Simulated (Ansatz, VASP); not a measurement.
Ti5Si3 in VASP and in Ansatz

```
CELL_PARAMETERS angstrom
7.40622 0.00000 0.00000
-3.70311 6.41397 0.00000
0.00000 0.00000 5.06629
ATOMIC_POSITIONS crystal
Ti 0.33333 0.66667 0.00000
Ti 0.66667 0.33333 0.50000
Ti 0.66667 0.33333 0.00000
Ti 0.33333 0.66667 0.50000
Ti 0.24914 0.00000 0.25000
Ti 0.24914 0.24914 0.75000
Ti 0.00000 0.24914 0.25000
Ti 0.75086 0.00000 0.75000
Ti 0.75086 0.75086 0.25000
Ti 0.00000 0.75086 0.75000
Si 0.60775 0.00000 0.25000
Si 0.60775 0.60775 0.75000
Si 0.00000 0.60775 0.25000
Si 0.39225 0.00000 0.75000
Si 0.39225 0.39225 0.25000
Si 0.00000 0.39225 0.75000
```

Alike in both runs: functional PBEsol; k mesh 3 × 3 × 4; occupations gaussian, width 0.1 eV; no spin polarisation.

Ansatz relaxed the structure, and its values are those at the end. VASP's run is a single point on that final structure, the one shown.

|  | VASP | Ansatz |
| --- | --- | --- |
| version | VASP 6.6.1 | Ansatz 0.2.0 |
| potentials or method | VASP PAW PBE potentials, release 64 (Ti_sv, Si), cutoff 500 eV | scalar-relativistic, plane waves, PAW |
| valence electrons in the cell | 144 | 144 |

```csv
,VASP,Ansatz,Ansatz less VASP
gap on the k mesh at the Fermi level (eV),none,none,-
pressure (GPa),0.0,0.0,-0.06
```

VASP's potentials were made for PBE, not for PBEsol. A gap of «none» marks a metal or a gap that the smearing closes.
